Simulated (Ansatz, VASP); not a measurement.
VRu in VASP and in Ansatz

```
V Ru
1.0
     3.00283    0.00000    0.00000
     0.00000    3.00283    0.00000
     0.00000    0.00000    3.00283
V Ru
1 1
Direct
  0.50000 0.50000 0.50000
  0.00000 0.00000 0.00000
```

Change from the starting cell: volume scaled by 1, PAW files.

Alike in both runs: task single point; functional LDA; k mesh 12 × 12 × 12; occupations fermi-dirac, width 0.05 eV; collinear spin.

```csv
,VASP,Ansatz
version,VASP 6.6.1,Ansatz 0.2.0
potentials or method,"VASP PAW LDA potentials, release 64 (V_sv, Ru_pv)","PAW with Ansatz's default frozen-core files, scalar-relativistic"
plane-wave cutoff (eV),520,420
valence electrons in the cell,27,29
```

VASP gave:

| Item | Value |
| --- | --- |
| pressure (GPa) | -13.6 |
| net moment per atom (μB) | 0.00 |

Question: Which values does Ansatz return?

Answer: Pressure (GPa): -14.2; net moment per atom (μB): 0.00.

LDA's correlation is that of Perdew and Zunger in VASP and of Perdew and Wang (1992) in Ansatz. VASP's potentials hold 27 valence electrons a cell and Ansatz's 29, so a difference there can come from the potentials and not from the codes. Ansatz's warnings: seeded moment not kept.
